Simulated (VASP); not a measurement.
# Cu in VASP: a series of runs

The runs below take Cu through single point, with PBEsol.

All numbers are computed with VASP 6.6.1; they aren't measurements. Logs are shortened: lines on timing, memory, paths and dates and some standing lists are left out, and cuts for length are marked.

### 1 The cell of the first run

The structure is orthorhombic, space group Fmmm (No. 69). The conventional cell has a = 3.029 Å, b = 3.563 Å, c = 4.098 Å, α = 90.00°, β = 90.00°, γ = 90.00°. Within 3.1 Å of Cu (site symmetry mmm) lie 14 Cu at 2.34 to 3.03 Å.

### 2 Single point, PBEsol (engineering shear strain xy +0.0000, strain +e along x and -e along y -0.1500)

The input, INCAR:

```
SYSTEM = Cu
PREC     = Accurate       ! precision mode
ENCUT    = 520            ! plane-wave cutoff, eV
EDIFF    = 1E-7           ! SCF threshold, eV
ISMEAR   = 0              ! smearing method
SIGMA    = 0.15           ! smearing width, eV
LREAL    = .FALSE.        ! projectors in reciprocal space
LASPH    = .TRUE.         ! aspherical terms in the spheres
NELM     = 60             ! most SCF steps
ALGO     = Fast           ! electronic algorithm
ISIF     = 2              ! what is computed and relaxed
LWAVE    = .FALSE.        ! write WAVECAR
LCHARG   = .FALSE.        ! write CHGCAR
GGA      = PS             ! functional
NBANDS   = 12             ! bands
```

The input, KPOINTS:

```
Automatic mesh
0
G
  22 22 22
  0 0 0
```

The input, POSCAR:

```
Cu
1.0
    0.0000000000      2.0488885497      1.7816422171
    1.5143958845      0.0000000000      1.7816422171
    1.5143958845      2.0488885497      0.0000000000
Cu
1
Direct
    0.0000000000      0.0000000000      0.0000000000
```

Potentials or basis: VASP PAW PBE potentials, release 64 (Cu).

The run is started by

```sh
cat potpaw_PBE.64/Cu/POTCAR > POTCAR
mpirun -np 1 vasp_std > vasp.out
```

OUTCAR:

```text
SYSTEM = Cu
   PREC = Accurate
   ENCUT = 520
   EDIFF = 1E-7
   ISMEAR = 0
   LREAL = .FALSE.
   LASPH = .TRUE.
   NELM = 60
   ISIF = 2
   GGA = PS

 ion  position               nearest neighbor table
   1  0.000  0.000  0.000-

  LATTYP: Found a face centered orthorhombic cell.
 ALAT       =     3.0287917690
 B/A-ratio  =     1.1764705883
 C/A-ratio  =     1.3529411765

  Lattice vectors:

 A1 = (   0.0000000000,   2.0488885497,  -1.7816422171)
 A2 = (   1.5143958845,   2.0488885497,   0.0000000000)
 A3 = (   1.5143958845,   0.0000000000,  -1.7816422171)

Analysis of symmetry for initial positions (statically):
=====================================================================
 Subroutine PRICEL returns:
 Original cell was already a primitive cell.

 Routine SETGRP: Setting up the symmetry group for a
 face centered orthorhombic supercell.

 Subroutine GETGRP returns: Found  8 space group operations
 (whereof  8 operations were pure point group operations)
 out of a pool of  8 trial point group operations.

The static configuration has the point symmetry D_2h.

Analysis of symmetry for dynamics (positions and initial velocities):
=====================================================================
 Subroutine PRICEL returns:
 Original cell was already a primitive cell.

 Routine SETGRP: Setting up the symmetry group for a
 face centered orthorhombic supercell.

 Subroutine GETGRP returns: Found  8 space group operations
 (whereof  8 operations were pure point group operations)
 out of a pool of  8 trial point group operations.

The dynamic configuration has the point symmetry D_2h.

 Subroutine INISYM returns: Found  8 space group operations
 (whereof  8 operations are pure point group operations),
 and found     1 'primitive' translations

----------------------------------------------------------------------------------------

                                     Primitive cell

  volume of cell :      11.0563

  direct lattice vectors                    reciprocal lattice vectors
     0.000000000  2.048888550  1.781642217    -0.330164658  0.244034748  0.280639960
     1.514395885  0.000000000  1.781642217     0.330164658 -0.244034748  0.280639960
     1.514395885  2.048888550  0.000000000     0.330164658  0.244034748 -0.280639960

  length of vectors
     2.715178314  2.338299357  2.547810665     0.497313228  0.497313228  0.497313228

  position of ions in fractional coordinates (direct lattice)
     0.000000000  0.000000000  0.000000000

  ion indices of the primitive-cell ions
   primitive index   ion index
                 1           1

----------------------------------------------------------------------------------------

 KPOINTS: Automatic mesh

Automatic generation of k-mesh.
 Grid dimensions read from file:
 generate k-points for:   22   22   22

 Generating k-lattice:

  Cartesian coordinates                     Fractional coordinates (reciprocal lattice)
    -0.015007484  0.011092489  0.012756362     0.045454545  0.000000000 -0.000000000
     0.015007484 -0.011092489  0.012756362     0.000000000  0.045454545  0.000000000
     0.015007484  0.011092489 -0.012756362    -0.000000000  0.000000000  0.045454545

  Length of vectors
     0.022605147  0.022605147  0.022605147

  Shift w.r.t. Gamma in fractional coordinates (k-lattice)
     0.000000000  0.000000000  0.000000000

 Subroutine IBZKPT returns following result:
 ===========================================

 Found   1530 irreducible k-points:

 Following reciprocal coordinates:
            Coordinates               Weight
  0.000000  0.000000  0.000000      1.000000
  0.045455  0.000000 -0.000000      8.000000
  0.090909  0.000000 -0.000000      8.000000
  0.136364  0.000000 -0.000000      8.000000
  0.181818  0.000000 -0.000000      8.000000
  0.227273 -0.000000 -0.000000      8.000000
[... 16 lines left out ...]
  0.500000  0.045455  0.000000      8.000000
 -0.454545  0.045455  0.000000      8.000000
 [... further k-points ...]
   k-points           NKPTS =   1530   k-points in BZ     NKDIM =   1530   number of bands    NBANDS=     12
   number of dos      NEDOS =    301   number of ions     NIONS =      1
   total plane-waves  NPLWV =   7200
   dimension x,y,z NGX =    20 NGY =   18 NGZ =   20
   dimension x,y,z NGXF=    40 NGYF=   36 NGZF=   40
   ions per type =               1
   NGX,Y,Z   is equivalent  to a cutoff of  12.25, 12.80, 13.05 a.u.
   NGXF,Y,Z  is equivalent  to a cutoff of  24.49, 25.59, 26.10 a.u.
 SYSTEM =  Cu
   PREC   = accura    normal or accurate (medium, high low for compatibility)
   ISTART =      0    job   : 0-new  1-cont  2-samecut
   ICHARG =      2    charge: 1-file 2-atom 10-const
   ISPIN  =      1    spin polarized calculation?
   LNONCOLLINEAR =      F non collinear calculations
   LSORBIT =      F    spin-orbit coupling
   LASPH  =      T    aspherical Exc in radial PAW
   ENCUT  =  520.0 eV  38.22 Ry    6.18 a.u.   5.05  4.35  4.74*2*pi/ulx,y,z
   NELM   =     60;   NELMIN=  2; NELMDL= -5     # of ELM steps
   EDIFF  = 0.1E-06   stopping-criterion for ELM
   LREAL  =      F    real-space projection
   EDIFFG = 0.1E-05   stopping-criterion for IOM
   NSW    =      0    number of steps for IOM
   IBRION =     -1    ionic relax: 0-MD 1-quasi-New 2-CG
   NFREE  =      0    steps in history (QN), initial steepest desc. (CG)
   ISIF   =      2    stress and relaxation
   ISYM   =      2    0-nonsym 1-usesym 2-fastsym
   POTIM  = 0.5000    time-step for ionic-motion
   TEBEG  =    0.0;   TEEND  =   0.0 temperature during run
   PSTRESS=    0.0 pullay stress
   NELECT =      11.0000    total number of electrons
   NUPDOWN=      -1.0000    fix difference up-down
   EMIN   =  10.00;   EMAX   =-10.00  energy-range for DOS
   EFERMI =   0.00;   METHOD = LEGACY
   ISMEAR =     0;   SIGMA  =   0.15  broadening in eV -4-tet -1-fermi 0-gaus
   EFERMI_NEDOS =   21; number of points for ismear=-14 and -15
   IALGO  =     68    algorithm
   IMIX   =      4    mixing-type and parameters
     AMIX     =   0.40;   BMIX     =  1.00
     AMIX_MAG =   1.60;   BMIX_MAG =  1.00
  volume/ion in A,a.u.               =      11.06        74.61
  Fermi-wavevector in a.u.,A,eV,Ry     =   1.634317  3.088411 36.341055  2.670992
  Thomas-Fermi vector in A             =   2.725976
   LORBIT       =      0    0 simple, 1 ext, 2 COOP (PROOUT), +10 PAW based schemes
   GGA     = PS    functional components
   LHFCALC =     F    Hartree Fock is set to
   AEXX    =    0.0000 exact exchange contribution
   IVDW    =     0    specifies the selected vdW correction
   LEPSILON=     F    determine dielectric tensor
   LRPA    =     F    only Hartree local field effects (RPA)
 non-spin polarized calculation
 RMM-DIIS sequential band-by-band and
 Gauss-broadening in eV      SIGMA  =   0.15
  energy-cutoff  :      520.00
  volume of cell :       11.06
 maximum number of plane-waves:       312
   NGX = 11   NGY =  9   NGZ =  9

 number of electron      10.9999992 magnetization

 Free energy of the ion-electron system (eV)
  ---------------------------------------------------
  ext. energy  EPLUGINS =         0.00000000
  ---------------------------------------------------
  free energy    TOTEN  =        -4.20684518 eV

  energy without entropy =       -4.20392941  energy(sigma->0) =       -4.20538730

 E-fermi :   8.2280     XC(G=0): -13.2914

 val. band max:        8.2259896308   @ k =  -0.4545   0.0909   0.2273
 cond. band min:       8.2284980727   @ k =  -0.2727   0.2273   0.0455
 fundamental gap:      0.0025084419
 Fermi energy:         8.2279860056

 k-point     1 :       0.0000    0.0000    0.0000
  band No.  band energies     occupation
      1      -1.6481      2.00000
      2       4.3252      2.00000
      3       5.0724      2.00000
      4       5.2985      2.00000
      5       5.8126      2.00000
      6       6.3548      2.00000
      7      32.6315      0.00000
      8      32.7399      0.00000
      9      34.7992      0.00000
     10      36.4877      0.00000
     11      36.7536      0.00000
     12      36.8137      0.00000

 k-point     2 :       0.0455    0.0000   -0.0000
  band No.  band energies     occupation
      1      -1.5665      2.00000
      2       4.3394      2.00000
      3       5.0787      2.00000
      4       5.2985      2.00000
      5       5.8041      2.00000
      6       6.3423      2.00000
      7      32.1002      0.00000
      8      32.4565      0.00000
      9      34.1865      0.00000
     10      35.6242      0.00000
     11      35.7465      0.00000
     12      37.5847      0.00000

 k-point     3 :       0.0909    0.0000   -0.0000
  band No.  band energies     occupation
      1      -1.3236      2.00000
      2       4.3766      2.00000
      3       5.0848      2.00000
      4       5.3097      2.00000
      5       5.7859      2.00000
      6       6.3078      2.00000
      7      30.2759      0.00000
      8      31.7938      0.00000
      9      33.3191      0.00000
     10      34.6859      0.00000
     11      35.3377      0.00000
     12      38.3588      0.00000
[... 286 lines left out ...]
 k-point    23 :       0.5000    0.0455    0.0000
  band No.  band energies     occupation
      1       2.8556      2.00000
      2       4.3099      2.00000
      3       5.6442      2.00000
      4       6.1846      2.00000
      5       6.5457      2.00000
      6       7.6173      2.00000
      7      12.7778      0.00000
      8      24.9217      0.00000
      9      29.4856      0.00000
     10      30.7621      0.00000
     11      37.0206      0.00000
     12      38.8031      0.00000

 k-point    24 :      -0.4545    0.0455    0.0000
  band No.  band energies     occupation
      1       2.8385      2.00000
      2       4.3081      2.00000
      3       5.6796      2.00000
      4       6.1433      2.00000
      5       6.5655      2.00000
      6       7.4845      2.00000
      7      12.9495      0.00000
      8      24.9340      0.00000
      9      29.2070      0.00000
     10      30.8102      0.00000
     11      37.3368      0.00000
     12      39.2965      0.00000

 [... further k-points ...]
[... 5 lines left out ...]
  --------------------------------------------------------------------------------------
  -------------------------------------------------------------------------------------
  Total        0.8549556     -0.5373556      1.3655493      0.0000000      0.0000000      0.0000000
  in kB      123.8927531    -77.8689079    197.8835634      0.0000000      0.0000000      0.0000000
  external PRESSURE =      81.3024695 kB  Pullay stress =       0.0000000 kB

 VOLUME and BASIS-vectors are now :
 -----------------------------------------------------------------------------
  energy-cutoff  :      520.00
  volume of cell :       11.06
      direct lattice vectors                 reciprocal lattice vectors
     0.000000000  2.048888550  1.781642217    -0.330164658  0.244034748  0.280639960
     1.514395885  0.000000000  1.781642217     0.330164658 -0.244034748  0.280639960
     1.514395885  2.048888550  0.000000000     0.330164658  0.244034748 -0.280639960

 POSITION                                       TOTAL-FORCE (eV/Angst)
 -----------------------------------------------------------------------------------
      0.00000      0.00000      0.00000         0.000000      0.000000      0.000000
 -----------------------------------------------------------------------------------
    total drift:                                0.000000     -0.000000      0.000000

  FREE ENERGIE OF THE ION-ELECTRON SYSTEM (eV)
  ---------------------------------------------------
  free  energy   TOTEN  =        -4.2068451834 eV

  energy  without entropy=       -4.2039294147  energy(sigma->0) =       -4.20538730
```

It took 2.7 min on 1 thread of AMD EPYC 9R45 (Zen 5), shared host; peak memory 0.26 GiB.

Results:

| Quantity | Value |
| --- | --- |
| Free energy | -4.2068 eV |
| Pressure | 8.1 GPa |
| Band gap on the k mesh | zero (an odd number of electrons rules out a gap without spin polarisation) |

Stress tensor (GPa, compression positive):
```
12.39  0.00  0.00
 0.00 -7.79  0.00
 0.00  0.00 19.79
```

Caveat: the cell differs from its parent crystal (engineering shear strain xy +0.0000, strain +e along x and -e along y -0.1500); the stress differs along the axes, from -8 to 20 GPa; the PAW data sets were made with another functional, which shifts forces and pressure a little.

### 3 Single point, PBEsol (engineering shear strain xy -0.0467, strain +e along x and -e along y -0.1500)

The input, INCAR:

```
SYSTEM = Cu
PREC = Accurate
ENCUT = 520
EDIFF = 1E-6
ISMEAR = 0
SIGMA = 0.15
LREAL = .FALSE.
LASPH = .TRUE.
NELM = 80
ALGO = Fast
ISIF = 2
LWAVE = .FALSE.
LCHARG = .FALSE.
GGA = PS
NBANDS = 12
```

KPOINTS is that of step 2.

The input, POSCAR:

```
Cu
1.0
   -0.0416013458      2.0488885497      1.7816422171
    1.5143958845     -0.0416013458      1.7816422171
    1.4727945388      2.0072872039      0.0000000000
Cu
1
Direct
    0.0000000000      0.0000000000      0.0000000000
```

Potentials or basis: VASP PAW PBE potentials, release 64 (Cu).

The run is started by

```sh
cat potpaw_PBE.64/Cu/POTCAR > POTCAR
mpirun -np 1 vasp_std > vasp.out
```

Wall time 4 min (1 thread of AMD EPYC 9R45 (Zen 5), shared host); peak memory 0.41 GiB.

The run converged. Its results:

| Item | Value |
| --- | --- |
| Free energy | -4.2005 eV |
| Pressure | 8.4 GPa |
| Band gap on the k mesh | zero (an odd number of electrons rules out a gap without spin polarisation) |

Stress tensor (GPa, compression positive):
```
12.60  3.74  0.00
 3.74 -7.18  0.00
 0.00  0.00 19.64
```

Levels at points of the mesh, in eV from the Fermi level:
```tsv
k point	band 2	band 3	band 4	band 5	band 6	band 7	band 8	band 9
(0.00, 0.00, 0.00)	-3.93	-3.25	-2.87	-2.42	-1.88	24.15	24.34	26.96
(0.50, 0.00, 0.00)	-3.97	-2.50	-1.94	-1.54	-1.22	4.12	17.64	22.21
(0.50, 0.50, 0.00)	-4.34	-2.15	-2.05	-1.11	1.25	7.38	13.71	16.10
(0.00, 0.00, 0.50)	-3.95	-2.56	-1.97	-1.41	-0.75	4.79	15.90	21.35
(0.50, 0.00, 0.50)	-4.66	-1.75	-1.74	-1.52	-1.27	4.01	17.70	18.01
(0.00, 0.50, 0.50)	-4.87	-1.95	-1.62	-1.19	5.73	9.96	10.51	12.15
```

Caveat: the cell differs from its parent crystal (engineering shear strain xy -0.0467, strain +e along x and -e along y -0.1500); the stress differs along the axes, from -7 to 20 GPa; the PAW data sets were made with another functional, which shifts forces and pressure a little.

### 4 Single point, PBEsol (engineering shear strain xy -0.0933, strain +e along x and -e along y -0.1500)

The input, INCAR:

```
SYSTEM = Cu
PREC = Accurate
ENCUT = 520
EDIFF = 1E-6
ISMEAR = 0
SIGMA = 0.15
LREAL = .False.
LASPH = .True.
NELM = 60
ALGO = Fast
ISIF = 2
LWAVE = .False.
LCHARG = .False.
GGA = PS
NBANDS = 12
```

The input, KPOINTS:

```
Automatic mesh
0
Gamma
  22 22 22
  0 0 0
```

The input, POSCAR:

```
Cu
1.0
   -0.0831136094      2.0488885497      1.7816422171
    1.5143958845     -0.0831136094      1.7816422171
    1.4312822751      1.9657749402      0.0000000000
Cu
1
Direct
    0.0000000000      0.0000000000      0.0000000000
```

The run is started by

```sh
cat potpaw_PBE.64/Cu/POTCAR > POTCAR
mpirun -np 1 vasp_std > vasp.out
```

It took 4.2 min on 1 thread of AMD EPYC 7R13 (Zen 3), shared host; peak memory 0.41 GiB.

Results (log left out):

```yaml
Free_energy: -4.1825 eV
Pressure: 9.4 GPa
Band_gap_on_the_k_mesh: zero (an odd number of electrons rules out a gap without spin polarisation)
```

Stress tensor (GPa, compression positive):
```
13.63  6.94  0.00
 6.94 -4.84  0.00
 0.00  0.00 19.28
```

Levels at points of the mesh, in eV from the Fermi level:
```
           k point  band 1  band 2  band 3  band 4  band 5  band 6  band 7  band 8  band 9  band 10
(0.00, 0.00, 0.00)   -9.91   -3.97   -3.43   -2.75   -2.39   -1.89   23.44   24.09   26.75    27.77
(0.50, 0.00, 0.00)   -5.52   -4.02   -2.46   -1.94   -1.62   -1.45    3.81   18.61   21.97    23.47
(0.50, 0.50, 0.00)   -5.34   -4.39   -2.15   -2.05   -1.13    1.23    7.37   12.63   17.38    18.41
(0.00, 0.00, 0.50)   -5.40   -3.98   -2.59   -2.01   -1.35   -0.50    5.16   15.12   20.73    23.01
(0.50, 0.00, 0.50)   -5.57   -4.66   -1.79   -1.76   -1.55   -1.25    4.07   17.75   18.07    21.96
(0.00, 0.50, 0.50)   -5.17   -4.90   -2.08   -1.53   -1.20    5.77    9.99   10.54   12.21    15.56
```

Caveat: the cell differs from its parent crystal (engineering shear strain xy -0.0933, strain +e along x and -e along y -0.1500); the stress differs along the axes, from -5 to 19 GPa; the PAW data sets were made with another functional, which shifts forces and pressure a little.

(Continued in part 2 of 2.)
